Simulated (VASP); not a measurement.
Wanted: the native input for a VASP 6.6.1 run.

```
Task                   : single point
Functional             : r2SCAN
Dispersion             : D4
Potentials or basis    : VASP PAW PBE potentials, release 64 (B, N)
Cutoff                 : 520 eV
k mesh                 : 10 × 10 × 10
Occupations            : gaussian, width 0.01 eV
Spin                   : no spin polarisation
Dipole correction      : no
Further INCAR settings : ALGO = Normal; EDIFF = 1e-07; NBANDS = 11
```

Crystal: BN.

```
CELL_PARAMETERS angstrom
1.26759 0.73184 3.41732
-1.26759 0.73184 3.41732
0.00000 -1.46368 3.41732
ATOMIC_POSITIONS crystal
B 0.99967 0.99967 0.99967
N 0.33276 0.33276 0.33276
```

One way to write it, as run:

POSCAR

```
BN
1.0
    1.2675860196      0.7318404980      3.4173198006
   -1.2675860196      0.7318404980      3.4173198006
    0.0000000000     -1.4636820091      3.4173198006
B N
1 1
Direct
    0.9996710000      0.9996710000      0.9996710000
    0.3327620000      0.3327620000      0.3327620000
```

INCAR.step1

```
SYSTEM = BN
PREC = Accurate ; ENCUT = 520
ISMEAR = 0 ; SIGMA = 0.01
LREAL = .False. ; LASPH = .True.
NELM = 100 ; NBANDS = 11
GGA = PE ; ALGO = Normal
EDIFF = 1E-4 ; LWAVE = .True.
LCHARG = .False.
```

INCAR.step2

```
SYSTEM = BN
PREC = Accurate ; ENCUT = 520
EDIFF = 1E-7 ; ISMEAR = 0
SIGMA = 0.01 ; LREAL = .False.
LASPH = .True. ; NELM = 100
ALGO = Normal ; ISIF = 2
LWAVE = .False. ; LCHARG = .True.
METAGGA = R2SCAN ; LMIXTAU = .True.
IVDW = 13 ; VDW_S6 = 1.0
VDW_S8 = 0.6018749 ; VDW_A1 = 0.51559235
VDW_A2 = 5.77342911 ; LELF = .True.
LVHAR = .True. ; NBANDS = 11
ISTART = 1
```

KPOINTS

```
regular mesh
0
Gamma
  10 10 10
  0 0 0
```

Potentials or basis: VASP PAW PBE potentials, release 64 (B, N).

The run is started by

```bash
$ cat potpaw_PBE.64/B/POTCAR potpaw_PBE.64/N/POTCAR > POTCAR
$ cp INCAR.step1 INCAR
$ mpirun -np 1 vasp_std > vasp.out
$ cp INCAR.step2 INCAR
$ mpirun -np 1 vasp_std > vasp.out
```

Results of the run:

```yaml
Pressure: -9.8 GPa
Largest_force: 0.010 eV/Å
Band_gap_on_the_k_mesh: 4.75 eV (least direct gap 5.49 eV)
Dispersion_energy_per_atom: -0.066 eV
```

Caveat: the cell stands under tension; the PAW data sets were made with another functional, which shifts forces and pressure a little.

Run time: 3.6 min on 1 thread of Intel Xeon 8259CL, with other jobs on the host, peak memory 0.17 GiB.
